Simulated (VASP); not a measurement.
# Os (I4/mmm) in VASP: single point with PBEsol

Aim: the single point of Os with PBEsol.

Program: VASP 6.6.1. These are calculated values, not measurements. Logs are shortened: lines on timing, memory, paths and dates and some standing lists are left out, and cuts for length are marked.

### 1 The cell of the first run

The structure is tetragonal, space group I4/mmm (No. 139). The conventional cell has a = 2.833 Å, b = 2.833 Å, c = 3.773 Å, α = 90.00°, β = 90.00°, γ = 90.00°. Os (site symmetry 4/mmm) has 12 Os at 2.75 to 2.83 Å within 3.6 Å.

### 2 Single point, PBEsol (strain +0.030 along x and y, -0.030 along z)

The input, INCAR:

```
SYSTEM = Os
PREC = Accurate
ENCUT = 520
EDIFF = 1E-7
ISMEAR = 0
SIGMA = 0.15
LREAL = .FALSE.
LASPH = .TRUE.
NELM = 80
ALGO = Fast
ISIF = 2
LWAVE = .FALSE.
LCHARG = .TRUE.
GGA = PS
LELF = .TRUE.
LVHAR = .TRUE.
NBANDS = 10
```

The input, KPOINTS:

```
regular mesh
0
G
  20 20 20
  0 0 0
```

The input, POSCAR:

```
Os
1.0
    0.0000000000      2.0033500000      1.8866500000
    2.0033500000      0.0000000000      1.8866500000
    2.0033500000      2.0033500000      0.0000000000
Os
1
Direct
    0.0000000000      0.0000000000      0.0000000000
```

Potentials or basis: VASP PAW PBE potentials, release 64 (Os).

Launch:

```console
cat potpaw_PBE.64/Os/POTCAR > POTCAR
mpirun -np 1 vasp_std > vasp.out
```

OUTCAR:

```text
SYSTEM = Os
   PREC = Accurate
   ENCUT = 520
   EDIFF = 1E-7
   ISMEAR = 0
   LREAL = .FALSE.
   LASPH = .TRUE.
   NELM = 80
   ISIF = 2
   GGA = PS

 ion  position               nearest neighbor table
   1  0.000  0.000  0.000-

  LATTYP: Found a body centered tetragonal cell.
 ALAT       =     2.8331647402
 C/A-ratio  =     1.3318321898

  Lattice vectors:

 A1 = (   0.0000000000,  -2.0033500000,  -1.8866500000)
 A2 = (   0.0000000000,   2.0033500000,  -1.8866500000)
 A3 = (   2.0033500000,   0.0000000000,   1.8866500000)

Analysis of symmetry for initial positions (statically):
=====================================================================
 Subroutine PRICEL returns:
 Original cell was already a primitive cell.

 Routine SETGRP: Setting up the symmetry group for a
 body centered tetragonal supercell.

 Subroutine GETGRP returns: Found 16 space group operations
 (whereof 16 operations were pure point group operations)
 out of a pool of 16 trial point group operations.

The static configuration has the point symmetry D_4h.

Analysis of symmetry for dynamics (positions and initial velocities):
=====================================================================
 Subroutine PRICEL returns:
 Original cell was already a primitive cell.

 Routine SETGRP: Setting up the symmetry group for a
 body centered tetragonal supercell.

 Subroutine GETGRP returns: Found 16 space group operations
 (whereof 16 operations were pure point group operations)
 out of a pool of 16 trial point group operations.

The dynamic configuration has the point symmetry D_4h.

 Subroutine INISYM returns: Found 16 space group operations
 (whereof 16 operations are pure point group operations),
 and found     1 'primitive' translations

----------------------------------------------------------------------------------------

                                     Primitive cell

  volume of cell :      15.1438

  direct lattice vectors                    reciprocal lattice vectors
     0.000000000  2.003350000  1.886650000    -0.249581950  0.249581950  0.265020009
     2.003350000  0.000000000  1.886650000     0.249581950 -0.249581950  0.265020009
     2.003350000  2.003350000  0.000000000     0.249581950  0.249581950 -0.265020009

  length of vectors
     2.751882891  2.751882891  2.833164740     0.441381813  0.441381813  0.441381813

[... 77 lines left out ...]
   NELM   =     80;   NELMIN=  2; NELMDL= -5     # of ELM steps
   EDIFF  = 0.1E-06   stopping-criterion for ELM
   LREAL  =      F    real-space projection
   EDIFFG = 0.1E-05   stopping-criterion for IOM
   NSW    =      0    number of steps for IOM
   IBRION =     -1    ionic relax: 0-MD 1-quasi-New 2-CG
   NFREE  =      0    steps in history (QN), initial steepest desc. (CG)
   ISIF   =      2    stress and relaxation
   ISYM   =      2    0-nonsym 1-usesym 2-fastsym
   POTIM  = 0.5000    time-step for ionic-motion
   TEBEG  =    0.0;   TEEND  =   0.0 temperature during run
   PSTRESS=    0.0 pullay stress
   NELECT =       8.0000    total number of electrons
   NUPDOWN=      -1.0000    fix difference up-down
   EMIN   =  10.00;   EMAX   =-10.00  energy-range for DOS
   EFERMI =   0.00;   METHOD = LEGACY
   ISMEAR =     0;   SIGMA  =   0.15  broadening in eV -4-tet -1-fermi 0-gaus
   EFERMI_NEDOS =   21; number of points for ismear=-14 and -15
   IALGO  =     68    algorithm
   IMIX   =      4    mixing-type and parameters
     AMIX     =   0.40;   BMIX     =  1.00
     AMIX_MAG =   1.60;   BMIX_MAG =  1.00
  volume/ion in A,a.u.               =      15.14       102.20
  Fermi-wavevector in a.u.,A,eV,Ry     =   1.323406  2.500875 23.829297  1.751404
  Thomas-Fermi vector in A             =   2.453017
   LORBIT       =      0    0 simple, 1 ext, 2 COOP (PROOUT), +10 PAW based schemes
   GGA     = PS    functional components
   LHFCALC =     F    Hartree Fock is set to
   AEXX    =    0.0000 exact exchange contribution
   IVDW    =     0    specifies the selected vdW correction
   LEPSILON=     F    determine dielectric tensor
   LRPA    =     F    only Hartree local field effects (RPA)
 non-spin polarized calculation
 RMM-DIIS sequential band-by-band and
 Gauss-broadening in eV      SIGMA  =   0.15
  energy-cutoff  :      520.00
  volume of cell :       15.14
 maximum number of plane-waves:       428
   NGX = 11   NGY = 11   NGZ = 11

 number of electron       8.0000000 magnetization

 Free energy of the ion-electron system (eV)
  ---------------------------------------------------
  ext. energy  EPLUGINS =         0.00000000
  ---------------------------------------------------
  free energy    TOTEN  =       -11.95451160 eV

  energy without entropy =      -11.94369486  energy(sigma->0) =      -11.94910323

 E-fermi :   8.0575     XC(G=0): -13.7023

 val. band max:        8.0569517520   @ k =  -0.2500   0.3500   0.3000
 cond. band min:       8.0621213738   @ k =   0.4000   0.2000   0.1000
 fundamental gap:      0.0051696219
 Fermi energy:         8.0574934766

 k-point     1 :       0.0000    0.0000    0.0000
  band No.  band energies     occupation
      1      -2.1362      2.00000
      2       5.1273      2.00000
      3       5.1273      2.00000
      4       5.8734      2.00000
      5       7.5516      2.00000
      6       8.5062      0.00002
      7      22.3952      0.00000
      8      27.0595      0.00000
      9      27.0595      0.00000
     10      28.9791      0.00000
[... 287 lines left out ...]
 k-point    24 :      -0.3500    0.0500    0.0000
  band No.  band energies     occupation
      1       1.0026      2.00000
      2       5.1185      2.00000
      3       5.6453      2.00000
      4       5.9457      2.00000
      5       9.1647      0.00000
      6       9.7003      0.00000
      7      18.8215      0.00000
      8      23.0443      0.00000
      9      28.9795      0.00000
     10      29.7783      0.00000

 [... further k-points ...]
[... 5 lines left out ...]
  --------------------------------------------------------------------------------------
  -------------------------------------------------------------------------------------
  Total       -3.2512720     -3.2512720     -1.5289017      0.0000000      0.0000000      0.0000000
  in kB     -343.9765914   -343.9765914   -161.7540418      0.0000000      0.0000000      0.0000000
  external PRESSURE =    -283.2357416 kB  Pullay stress =       0.0000000 kB

 VOLUME and BASIS-vectors are now :
 -----------------------------------------------------------------------------
  energy-cutoff  :      520.00
  volume of cell :       15.14
      direct lattice vectors                 reciprocal lattice vectors
     0.000000000  2.003350000  1.886650000    -0.249581950  0.249581950  0.265020009
     2.003350000  0.000000000  1.886650000     0.249581950 -0.249581950  0.265020009
     2.003350000  2.003350000  0.000000000     0.249581950  0.249581950 -0.265020009

 POSITION                                       TOTAL-FORCE (eV/Angst)
 -----------------------------------------------------------------------------------
      0.00000      0.00000      0.00000         0.000000      0.000000      0.000000
 -----------------------------------------------------------------------------------
    total drift:                                0.000000     -0.000000     -0.000000

  FREE ENERGIE OF THE ION-ELECTRON SYSTEM (eV)
  ---------------------------------------------------
  free  energy   TOTEN  =       -11.9545115986 eV

  energy  without entropy=      -11.9436948608  energy(sigma->0) =      -11.94910323
```

stdout:

```text
POSCAR found type information on POSCAR Os
 POSCAR found :  1 types and       1 ions
 scaLAPACK will be used
 -----------------------------------------------------------------------------
|                                                                             |
|                                                                             |
|     You enforced a specific xc type in the INCAR file but a different       |
|     I HOPE YOU KNOW WHAT YOU ARE DOING!                                     |
|                                                                             |
 -----------------------------------------------------------------------------

 LDA part: xc-table for (Slater+PW92), standard interpolation
 POSCAR, INCAR and KPOINTS ok, starting setup
 FFT: planning ... GRIDC
 FFT: planning ... GRID_SOFT
 FFT: planning ... GRID
 WAVECAR not read
 entering main loop
```

Wall time 56 s (1 thread of Intel Xeon Platinum 8488C (Sapphire Rapids), shared host); peak memory 0.22 GiB.

Results:

* Free energy: -11.9545 eV
* Pressure: -28.3 GPa
* Band gap on the k mesh: zero (band 4 reaches 10.82 eV, above the bottom of band 5 at 6.71 eV)

Caveat: the cell differs from its parent crystal (strain +0.030 along x and y, -0.030 along z); the PAW data sets were made with another functional, which shifts forces and pressure a little; spin-orbit coupling is left out, which moves the levels of the heavy elements.
